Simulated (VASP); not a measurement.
# MgS (Fm-3m) in VASP: single point with PBEsol

Aim: the single point of MgS with PBEsol.

Everything below comes from runs of VASP 6.6.1. Logs are shortened: lines on timing, memory, paths and dates and some standing lists are left out, and cuts for length are marked.

### Step 1. The cell of the first run

The structure is cubic, space group Fm-3m (No. 225). The conventional cell has a = 5.183 Å, b = 5.183 Å, c = 5.183 Å, α = 90.00°, β = 90.00°, γ = 90.00°. Mg (site symmetry m-3m) has 6 S at 2.59 Å within 3.4 Å. S (site symmetry m-3m) has 6 Mg at 2.59 Å within 3.4 Å.

### Step 2. Single point, PBEsol, non-collinear spin, zero start, spin-orbit coupling

INCAR reads:

```
ALGO = Normal
EDIFF = 1E-6
ENCUT = 600
GGA = PS
GGA_COMPAT = False
ISIF = 2
ISMEAR = 0
LASPH = True
LCHARG = False
LORBIT = 11
LORBMOM = True
LREAL = False
LSORBIT = True
LWAVE = False
MAGMOM = 0 0 0 0 0 0
NBANDS = 20
NELM = 200
PREC = Accurate
SIGMA = 0.01
```

KPOINTS reads:

```
k-points
0
Gamma
  6 6 6
```

POSCAR reads:

```
MgS
1.0
    0.0000000000      2.5913100557      2.5913100557
    2.5913100557      0.0000000000      2.5913100557
    2.5913100557      2.5913100557      0.0000000000
Mg S
1 1
Direct
    0.0000000000      0.0000000000      0.0000000000
    0.5000000000      0.5000000000      0.5000000000
```

Potentials or basis: VASP PAW PBE potentials, release 64 (Mg, S).

On the command line:

```console
> cat potpaw_PBE.64/Mg/POTCAR potpaw_PBE.64/S/POTCAR > POTCAR
> mpirun -np 1 vasp_ncl > vasp.out
```

OUTCAR:

```text
EDIFF = 1E-6
   ENCUT = 600
   GGA = PS
   ISIF = 2
   ISMEAR = 0
   LASPH = True
   LORBIT = 11
   LREAL = False
   LSORBIT = True
   NELM = 200
   PREC = Accurate

 ion  position               nearest neighbor table
   1  0.000  0.000  0.000-   2 2.59   2 2.59   2 2.59   2 2.59   2 2.59   2 2.59
   2  0.500  0.500  0.500-   1 2.59   1 2.59   1 2.59   1 2.59   1 2.59   1 2.59

  LATTYP: Found a face centered cubic cell.
 ALAT       =     5.1826201114

  Lattice vectors:

 A1 = (   0.0000000000,   2.5913100557,   2.5913100557)
 A2 = (   2.5913100557,   0.0000000000,   2.5913100557)
 A3 = (   2.5913100557,   2.5913100557,   0.0000000000)

Analysis of symmetry for initial positions (statically):
=====================================================================
 Subroutine PRICEL returns:
 Original cell was already a primitive cell.

 Routine SETGRP: Setting up the symmetry group for a
 face centered cubic supercell.

 Subroutine GETGRP returns: Found 48 space group operations
 (whereof 48 operations were pure point group operations)
 out of a pool of 48 trial point group operations.

The static configuration has the point symmetry O_h .

Analysis of symmetry for dynamics (positions and initial velocities):
=====================================================================
 Subroutine PRICEL returns:
 Original cell was already a primitive cell.

 Routine SETGRP: Setting up the symmetry group for a
 face centered cubic supercell.

 Subroutine GETGRP returns: Found 48 space group operations
 (whereof 48 operations were pure point group operations)
 out of a pool of 48 trial point group operations.

The dynamic configuration has the point symmetry O_h .

Analysis of structural, dynamic, and magnetic symmetry:
=====================================================================
 Subroutine PRICEL returns:
 Original cell was already a primitive cell.

 Routine SETGRP: Setting up the symmetry group for a
 face centered cubic supercell.

 Subroutine GETGRP returns: Found 48 space group operations
 (whereof 48 operations were pure point group operations)
 out of a pool of 48 trial point group operations.

The overall configuration has the point symmetry O_h .

 Subroutine INISYM returns: Found 48 space group operations
 (whereof 48 operations are pure point group operations),
 and found     1 'primitive' translations

----------------------------------------------------------------------------------------

                                     Primitive cell

  volume of cell :      34.8007

  direct lattice vectors                    reciprocal lattice vectors
     0.000000000  2.591310056  2.591310056    -0.192952595  0.192952595  0.192952595
     2.591310056  0.000000000  2.591310056     0.192952595 -0.192952595  0.192952595
     2.591310056  2.591310056  0.000000000     0.192952595  0.192952595 -0.192952595

  length of vectors
     3.664665825  3.664665825  3.664665825     0.334203698  0.334203698  0.334203698

  position of ions in fractional coordinates (direct lattice)
     0.000000000  0.000000000  0.000000000
     0.500000000  0.500000000  0.500000000

  ion indices of the primitive-cell ions
   primitive index   ion index
                 1           1
                 2           2

----------------------------------------------------------------------------------------

 KPOINTS: k-points

Automatic generation of k-mesh.
 Grid dimensions read from file:
 generate k-points for:    6    6    6

 Generating k-lattice:

[... 84 lines left out ...]
  energy-cutoff  :      600.00
  volume of cell :       34.80
 maximum number of plane-waves:      2422
 NGX is ok and might be reduce to    30
   NGX = 15   NGY = 15   NGZ = 15

 number of electron       8.0000000 magnetization       0.0000000      0.0000000      0.0000000

 number of electron       8.0000000 magnetization      -0.0000000     -0.0000000     -0.0000000

 number of electron       8.0000000 magnetization      -0.0000000      0.0000000     -0.0000000

 Free energy of the ion-electron system (eV)
  ---------------------------------------------------
  ext. energy  EPLUGINS =         0.00000000
  ---------------------------------------------------
  free energy    TOTEN  =        -9.07330303 eV

  energy without entropy =       -9.07330303  energy(sigma->0) =       -9.07330303

 E-fermi :   3.8582     XC(G=0):  -9.8855

 val. band max:        3.8162190453   @ k =   0.0000   0.0000   0.0000
 cond. band min:       6.5116331053   @ k =   0.5000   0.5000   0.0000
 fundamental gap:      2.6954140600
 Fermi energy:         3.8581751860

 k-point     1 :       0.0000    0.0000    0.0000
  band No.  band energies     occupation
      1      -8.9673      1.00000
      2      -8.9673      1.00000
      3       3.7223      1.00000
      4       3.7223      1.00000
      5       3.8162      1.00000
      6       3.8162      1.00000
[... 357 lines left out ...]
     19      18.8235      0.00000
     20      18.8235      0.00000

------------------------ aborting loop because EDIFF is reached ----------------------------------------

  FORCE on cell =-STRESS in cart. coord.  units (eV):
  Direction    XX          YY          ZZ          XY          YZ          ZX
  --------------------------------------------------------------------------------------
  -------------------------------------------------------------------------------------
  Total       -0.0357850     -0.0357850     -0.0357850      0.0000000      0.0000000     -0.0000000
  in kB       -1.6474911     -1.6474911     -1.6474911      0.0000000      0.0000000     -0.0000000
  external PRESSURE =      -1.6474911 kB  Pullay stress =       0.0000000 kB

 VOLUME and BASIS-vectors are now :
 -----------------------------------------------------------------------------
  energy-cutoff  :      600.00
  volume of cell :       34.80
      direct lattice vectors                 reciprocal lattice vectors
     0.000000000  2.591310056  2.591310056    -0.192952595  0.192952595  0.192952595
     2.591310056  0.000000000  2.591310056     0.192952595 -0.192952595  0.192952595
     2.591310056  2.591310056  0.000000000     0.192952595  0.192952595 -0.192952595

 POSITION                                       TOTAL-FORCE (eV/Angst)
 -----------------------------------------------------------------------------------
      0.00000      0.00000      0.00000         0.000000     -0.000000      0.000000
      2.59131      2.59131      2.59131        -0.000000      0.000000     -0.000000
 -----------------------------------------------------------------------------------
    total drift:                                0.000000      0.000000      0.000000

  FREE ENERGIE OF THE ION-ELECTRON SYSTEM (eV)
  ---------------------------------------------------
  free  energy   TOTEN  =        -9.0733030266 eV

  energy  without entropy=       -9.0733030266  energy(sigma->0) =       -9.07330303

 orbital moment (x)

 # of ion     p       d       tot
 ----------------------------------------
  1        -0.000  -0.000  -0.000
  2         0.000   0.000   0.000
 ----------------------------------------
           -0.000  -0.000  -0.000

 orbital moment (y)

 # of ion     p       d       tot
 ----------------------------------------
  1         0.000   0.000   0.000
  2         0.000   0.000   0.000
 ----------------------------------------
            0.000   0.000   0.000

 orbital moment (z)

 # of ion     p       d       tot
 ----------------------------------------
  1         0.000   0.000   0.000
  2         0.000   0.000   0.000
 ----------------------------------------
            0.000   0.000   0.000

 Spin-Orbit-Coupling matrix elements

 Ion:    1  E_soc:     -0.0000354
 l=   1
     0.0000000    -0.0000059    -0.0000059
    -0.0000059     0.0000000    -0.0000059
    -0.0000059    -0.0000059     0.0000000
 l=   2
     0.0000000     0.0000000     0.0000000     0.0000000    -0.0000000
     0.0000000     0.0000000    -0.0000000     0.0000000    -0.0000000
     0.0000000    -0.0000000     0.0000000    -0.0000000     0.0000000
     0.0000000     0.0000000    -0.0000000     0.0000000    -0.0000000
    -0.0000000    -0.0000000     0.0000000    -0.0000000     0.0000000
 l=   3
     0.0000000     0.0000000     0.0000000     0.0000000     0.0000000     0.0000000     0.0000000
     0.0000000     0.0000000     0.0000000     0.0000000     0.0000000     0.0000000     0.0000000
     0.0000000     0.0000000     0.0000000     0.0000000     0.0000000     0.0000000     0.0000000
     0.0000000     0.0000000     0.0000000     0.0000000     0.0000000     0.0000000     0.0000000
     0.0000000     0.0000000     0.0000000     0.0000000     0.0000000     0.0000000     0.0000000
     0.0000000     0.0000000     0.0000000     0.0000000     0.0000000     0.0000000     0.0000000
     0.0000000     0.0000000     0.0000000     0.0000000     0.0000000     0.0000000     0.0000000

 Ion:    2  E_soc:     -0.0016241
 l=   1
     0.0000000    -0.0002707    -0.0002707
    -0.0002707     0.0000000    -0.0002707
    -0.0002707    -0.0002707     0.0000000
 l=   2
     0.0000000     0.0000000     0.0000000     0.0000000     0.0000000
     0.0000000     0.0000000     0.0000000     0.0000000     0.0000000
     0.0000000     0.0000000     0.0000000     0.0000000     0.0000000
     0.0000000     0.0000000     0.0000000     0.0000000     0.0000000
     0.0000000     0.0000000     0.0000000     0.0000000     0.0000000
 l=   3
     0.0000000     0.0000000     0.0000000     0.0000000     0.0000000     0.0000000     0.0000000
     0.0000000     0.0000000     0.0000000     0.0000000     0.0000000     0.0000000     0.0000000
     0.0000000     0.0000000     0.0000000     0.0000000     0.0000000     0.0000000     0.0000000
     0.0000000     0.0000000     0.0000000     0.0000000     0.0000000     0.0000000     0.0000000
     0.0000000     0.0000000     0.0000000     0.0000000     0.0000000     0.0000000     0.0000000
     0.0000000     0.0000000     0.0000000     0.0000000     0.0000000     0.0000000     0.0000000
     0.0000000     0.0000000     0.0000000     0.0000000     0.0000000     0.0000000     0.0000000

 total charge

# of ion       s       p       d       tot
------------------------------------------
    1        0.138   0.131   0.041   0.310
    2        1.308   2.485   0.000   3.793
--------------------------------------------------
tot          1.446   2.616   0.041   4.104

 magnetization (x)

# of ion       s       p       d       tot
------------------------------------------
    1        0.000   0.000  -0.000   0.000
    2        0.000  -0.000   0.000  -0.000
--------------------------------------------------
tot          0.000  -0.000  -0.000  -0.000

 magnetization (y)

# of ion       s       p       d       tot
------------------------------------------
    1       -0.000   0.000   0.000   0.000
    2        0.000   0.000   0.000   0.000
--------------------------------------------------
tot         -0.000   0.000   0.000   0.000

 magnetization (z)

# of ion       s       p       d       tot
------------------------------------------
    1        0.000   0.000  -0.000   0.000
    2        0.000   0.000   0.000   0.000
--------------------------------------------------
tot          0.000   0.000  -0.000   0.000
```

Run time: 34 s. Hardware: 1 thread of AMD EPYC 7R43 (Zen 3), shared host; peak memory 0.24 GiB.

What came out:

```yaml
Free_energy: -9.0733 eV
Pressure: -0.2 GPa
Net_moment: 0.00 μB per cell
Valence_electrons_inside_the_program's_atomic_spheres: Mg 0.31; S 3.79
```

Moments on the atoms (μB; x, y, z):
```
Mg  0.00 0.00 0.00
S   0.00 0.00 0.00
```

Caveat: the PAW data sets were made with another functional, which shifts forces and pressure a little.
